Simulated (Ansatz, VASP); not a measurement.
## MgO: VASP beside Ansatz

```
Mg O
1.0
     0.00000    2.10607    2.10607
     2.10607    0.00000    2.10607
     2.10607    2.10607    0.00000
Mg O
1 1
Direct
  0.00000 0.00000 0.00000
  0.50000 0.50000 0.50000
```

Alike in both runs: task single point; functional PBE; k mesh 8 × 8 × 8; occupations tetrahedron; no spin polarisation.

|  | VASP | Ansatz |
| --- | --- | --- |
| version | VASP 6.6.1 | Ansatz 0.2.0 |
| potentials or method | VASP PAW PBE potentials, release 64 (Mg, O), cutoff 600 eV | PAW, plane waves, scalar-relativistic |
| valence electrons in the cell | 8 | 16 |

```tsv
	VASP	Ansatz	Ansatz less VASP
gap on the k mesh at the Fermi level (eV)	4.73	4.74	+0.016
pressure (GPa)	3.7	4.7	+0.98
```

VASP's potentials hold 8 valence electrons a cell and Ansatz's 16, so a difference there can come from the potentials and not from the codes. Ansatz's warnings: band table not solved further, tetrahedron derivatives may miss energy slope.
